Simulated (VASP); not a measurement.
# B2W3 (R-3m) in VASP: single point with PBE

Aim: the single point of B2W3 with PBE.

Everything below comes from runs of VASP 6.6.1. Logs are shortened: lines on timing, memory, paths and dates and some standing lists are left out, and cuts for length are marked.

## (1) The cell of the first run

The structure is trigonal, space group R-3m (No. 166). Conventional cell: a = 4.119 Å, b = 4.119 Å, c = 12.613 Å, α = 90.00°, β = 90.00°, γ = 120.00°. Within 3.3 Å of B (site symmetry 3m) lie 3 B at 2.52 Å and 11 W at 2.52 to 2.91 Å. W (site symmetry -3m) has 6 W at 2.52 Å and 8 B at 2.52 to 2.91 Å within 3.3 Å. W (site symmetry 3m) has 7 B at 2.52 to 2.91 Å and 7 W at 2.52 to 2.91 Å within 3.3 Å.

## (2) Single point, PBE

The input, INCAR:

```
SYSTEM = B2W3
  ALGO = Fast
  EDIFF = 1E-6
  ENCUT = 520
  GGA = PE
  ISIF = 2
  ISMEAR = 0
  LASPH = .TRUE.
  LCHARG = .TRUE.
  LELF = .TRUE.
  LREAL = .FALSE.
  LVHAR = .TRUE.
  LWAVE = .FALSE.
  NBANDS = 32
  NELM = 100
  PREC = Accurate
  SIGMA = 0.1
```

The input, KPOINTS:

```
k-points
0
G
  6 6 6
  0 0 0
```

The input, POSCAR:

```
B2W3
1.0
    2.0596625900      1.1891467500      4.2042686600
   -2.0596625900      1.1891467500      4.2042686600
    0.0000000000     -2.3782935000      4.2042686600
B W
2 3
Direct
    0.2000000000      0.2000000000      0.2000000000
    0.8000000000      0.8000000000      0.8000000000
    0.0000000000      0.0000000000      0.0000000000
    0.6000000000      0.6000000000      0.6000000000
    0.4000000000      0.4000000000      0.4000000000
```

Potentials or basis: VASP PAW PBE potentials, release 64 (B, W_sv).

Started as:

```sh
> cat potpaw_PBE.64/B/POTCAR potpaw_PBE.64/W_sv/POTCAR > POTCAR
> mpirun -np 1 vasp_std > vasp.out
```

OUTCAR:

```text
SYSTEM = B2W3
   EDIFF = 1E-6
   ENCUT = 520
   GGA = PE
   ISIF = 2
   ISMEAR = 0
   LASPH = .TRUE.
   LREAL = .FALSE.
   NELM = 100
   PREC = Accurate

 ion  position               nearest neighbor table
   1  0.200  0.200  0.200-   4 2.52   4 2.52   4 2.52   5 2.52   3 2.52
   2  0.800  0.800  0.800-   5 2.52   5 2.52   5 2.52   4 2.52   3 2.52
   3  0.000  0.000  0.000-   4 2.52   5 2.52   4 2.52   4 2.52   5 2.52   5 2.52   2 2.52   1 2.52

   4  0.600  0.600  0.600-   1 2.52   3 2.52   1 2.52   1 2.52   3 2.52   3 2.52   2 2.52   5 2.52
                             5 2.91   5 2.91   5 2.91
   5  0.400  0.400  0.400-   3 2.52   2 2.52   3 2.52   3 2.52   2 2.52   2 2.52   1 2.52   4 2.52
                             4 2.91   4 2.91   4 2.91

  LATTYP: Found a trigonal (rhomboedric) cell.
 ALAT       =     4.8303369389
 COS(alpha) =     0.6363636371

  Lattice vectors:

 A1 = (   2.0596625900,   1.1891467500,   4.2042686600)
 A2 = (  -2.0596625900,   1.1891467500,   4.2042686600)
 A3 = (   0.0000000000,  -2.3782935000,   4.2042686600)

Analysis of symmetry for initial positions (statically):
=====================================================================
 Subroutine PRICEL returns:
 Original cell was already a primitive cell.

 Routine SETGRP: Setting up the symmetry group for a
 trigonal (rhombohedral) supercell.

 Subroutine GETGRP returns: Found 12 space group operations
 (whereof 12 operations were pure point group operations)
 out of a pool of 12 trial point group operations.

The static configuration has the point symmetry D_3d.

Analysis of symmetry for dynamics (positions and initial velocities):
=====================================================================
 Subroutine PRICEL returns:
 Original cell was already a primitive cell.

 Routine SETGRP: Setting up the symmetry group for a
 trigonal (rhombohedral) supercell.

 Subroutine GETGRP returns: Found 12 space group operations
 (whereof 12 operations were pure point group operations)
 out of a pool of 12 trial point group operations.

The dynamic configuration has the point symmetry D_3d.

 Subroutine INISYM returns: Found 12 space group operations
 (whereof 12 operations are pure point group operations),
 and found     1 'primitive' translations

[... 98 lines left out ...]
   ENCUT  =  520.0 eV  38.22 Ry    6.18 a.u.   8.98  8.98  8.98*2*pi/ulx,y,z
   NELM   =    100;   NELMIN=  2; NELMDL= -5     # of ELM steps
   EDIFF  = 0.1E-05   stopping-criterion for ELM
   LREAL  =      F    real-space projection
   EDIFFG = 0.1E-04   stopping-criterion for IOM
   NSW    =      0    number of steps for IOM
   IBRION =     -1    ionic relax: 0-MD 1-quasi-New 2-CG
   NFREE  =      0    steps in history (QN), initial steepest desc. (CG)
   ISIF   =      2    stress and relaxation
   ISYM   =      2    0-nonsym 1-usesym 2-fastsym
   POTIM  = 0.5000    time-step for ionic-motion
   TEBEG  =    0.0;   TEEND  =   0.0 temperature during run
   PSTRESS=    0.0 pullay stress
   NELECT =      48.0000    total number of electrons
   NUPDOWN=      -1.0000    fix difference up-down
   EMIN   =  10.00;   EMAX   =-10.00  energy-range for DOS
   EFERMI =   0.00;   METHOD = LEGACY
   ISMEAR =     0;   SIGMA  =   0.10  broadening in eV -4-tet -1-fermi 0-gaus
   EFERMI_NEDOS =   21; number of points for ismear=-14 and -15
   IALGO  =     68    algorithm
   IMIX   =      4    mixing-type and parameters
     AMIX     =   0.40;   BMIX     =  1.00
     AMIX_MAG =   1.60;   BMIX_MAG =  1.00
  volume/ion in A,a.u.               =      12.36        83.39
  Fermi-wavevector in a.u.,A,eV,Ry     =   1.504980  2.844000 30.816731  2.264966
  Thomas-Fermi vector in A             =   2.615889
   LORBIT       =      0    0 simple, 1 ext, 2 COOP (PROOUT), +10 PAW based schemes
   GGA     = PE    functional components
   LHFCALC =     F    Hartree Fock is set to
   AEXX    =    0.0000 exact exchange contribution
   IVDW    =     0    specifies the selected vdW correction
   LEPSILON=     F    determine dielectric tensor
   LRPA    =     F    only Hartree local field effects (RPA)
 non-spin polarized calculation
 RMM-DIIS sequential band-by-band and
 Gauss-broadening in eV      SIGMA  =   0.10
  energy-cutoff  :      520.00
  volume of cell :       61.78
 maximum number of plane-waves:      1714
   NGX = 17   NGY = 17   NGZ = 17

 number of electron      47.9999999 magnetization

 Free energy of the ion-electron system (eV)
  ---------------------------------------------------
  ext. energy  EPLUGINS =         0.00000000
  ---------------------------------------------------
  free energy    TOTEN  =       -46.72732478 eV

  energy without entropy =      -46.70870423  energy(sigma->0) =      -46.71801451

 E-fermi :  10.4425     XC(G=0): -13.2484

 val. band max:       10.4298994366   @ k =   0.1667   0.0000  -0.0000
 cond. band min:      10.4468641838   @ k =   0.3333   0.0000  -0.0000
 fundamental gap:      0.0169647472
 Fermi energy:        10.4425387634

 k-point     1 :       0.0000    0.0000    0.0000
  band No.  band energies     occupation
      1     -63.4885      2.00000
      2     -63.0976      2.00000
      3     -63.0772      2.00000
      4     -28.3776      2.00000
      5     -28.3776      2.00000
      6     -27.9989      2.00000
[... 829 lines left out ...]
     31      14.5010      0.00000
     32      15.1680      0.00000

 [... further k-points ...]

------------------------ aborting loop because EDIFF is reached ----------------------------------------

  FORCE on cell =-STRESS in cart. coord.  units (eV):
  Direction    XX          YY          ZZ          XY          YZ          ZX
  --------------------------------------------------------------------------------------
  -------------------------------------------------------------------------------------
  Total       11.2435568     11.2435568     -0.8589812      0.0000000      0.0000000      0.0000000
  in kB      291.5688034    291.5688030    -22.2751682      0.0000000      0.0000000      0.0000000
  external PRESSURE =     186.9541461 kB  Pullay stress =       0.0000000 kB

 VOLUME and BASIS-vectors are now :
 -----------------------------------------------------------------------------
  energy-cutoff  :      520.00
  volume of cell :       61.78
      direct lattice vectors                 reciprocal lattice vectors
     2.059662590  1.189146750  4.204268660     0.242758208  0.140156517  0.079284499
    -2.059662590  1.189146750  4.204268660    -0.242758208  0.140156517  0.079284499
     0.000000000 -2.378293500  4.204268660     0.000000000 -0.280313034  0.079284499

 POSITION                                       TOTAL-FORCE (eV/Angst)
 -----------------------------------------------------------------------------------
      0.00000      0.00000      2.52256        -0.000000     -0.000000     -0.128250
      0.00000      0.00000     10.09024        -0.000000      0.000000      0.128250
      0.00000      0.00000      0.00000         0.000000     -0.000000      0.000000
      0.00000      0.00000      7.56768        -0.000000      0.000000     -1.214816
      0.00000      0.00000      5.04512        -0.000000     -0.000000      1.214816
 -----------------------------------------------------------------------------------
    total drift:                               -0.000000     -0.000000      0.000000

  FREE ENERGIE OF THE ION-ELECTRON SYSTEM (eV)
  ---------------------------------------------------
  free  energy   TOTEN  =       -46.7273247831 eV

  energy  without entropy=      -46.7087042332  energy(sigma->0) =      -46.71801451
```

OSZICAR:

```text
N       E                     dE             d eps       ncg     rms          rms(c)
DAV:   1     0.533542671514E+03    0.53354E+03   -0.26385E+04  2056   0.170E+03
DAV:   2    -0.219474511933E+02   -0.55549E+03   -0.53475E+03  2192   0.520E+02
DAV:   3    -0.479524004616E+02   -0.26005E+02   -0.24770E+02  2592   0.107E+02
DAV:   4    -0.484908696363E+02   -0.53847E+00   -0.53526E+00  2424   0.148E+01
DAV:   5    -0.484998691523E+02   -0.89995E-02   -0.89963E-02  2400   0.188E+00    0.419E+01
RMM:   6    -0.469405368846E+02    0.15593E+01   -0.42093E+00  2519   0.105E+01    0.184E+01
RMM:   7    -0.467363968205E+02    0.20414E+00   -0.73150E-01  2609   0.485E+00    0.565E+00
RMM:   8    -0.467274382226E+02    0.89586E-02   -0.31355E-01  2773   0.270E+00    0.645E-01
RMM:   9    -0.467273780124E+02    0.60210E-04   -0.48106E-02  2830   0.116E+00    0.305E-01
RMM:  10    -0.467272245064E+02    0.15351E-03   -0.99133E-03  2705   0.585E-01    0.128E-01
RMM:  11    -0.467273241884E+02   -0.99682E-04   -0.31553E-03  2782   0.334E-01    0.142E-01
RMM:  12    -0.467273101619E+02    0.14026E-04   -0.67288E-04  2748   0.175E-01    0.917E-03
RMM:  13    -0.467273237640E+02   -0.13602E-04   -0.15551E-04  2882   0.872E-02    0.911E-03
RMM:  14    -0.467273251166E+02   -0.13525E-05   -0.19589E-05  2905   0.315E-02    0.453E-03
RMM:  15    -0.467273247831E+02    0.33353E-06   -0.38159E-06  1988   0.145E-02
   1 F= -.46727325E+02 E0= -.46718015E+02  d E =-.186205E-01
```

Run time: 44 s. Hardware: 1 thread of Intel Xeon 6975P-C (Granite Rapids), shared host; peak memory 0.23 GiB.

What came out:

| Item | Value |
| --- | --- |
| Free energy | -46.7273 eV |
| Pressure | 18.7 GPa |
| Largest force | 1.215 eV/Å |
| Band gap on the k mesh | zero (band 24 reaches 10.78 eV, above the bottom of band 25 at 10.08 eV) |

Forces on the atoms (eV/Å):
```
B    0.000  0.000 -0.128
B    0.000  0.000  0.128
W    0.000  0.000  0.000
W    0.000  0.000 -1.215
W    0.000  0.000  1.215
```

Stress tensor (GPa, compression positive):
```
29.16  0.00  0.00
 0.00 29.16  0.00
 0.00  0.00 -2.23
```

Caveat: spin-orbit coupling is left out, which moves the levels of the heavy elements; forces of over 1 eV/Å act on the atoms, so gaps and moduli don't describe the material at rest.
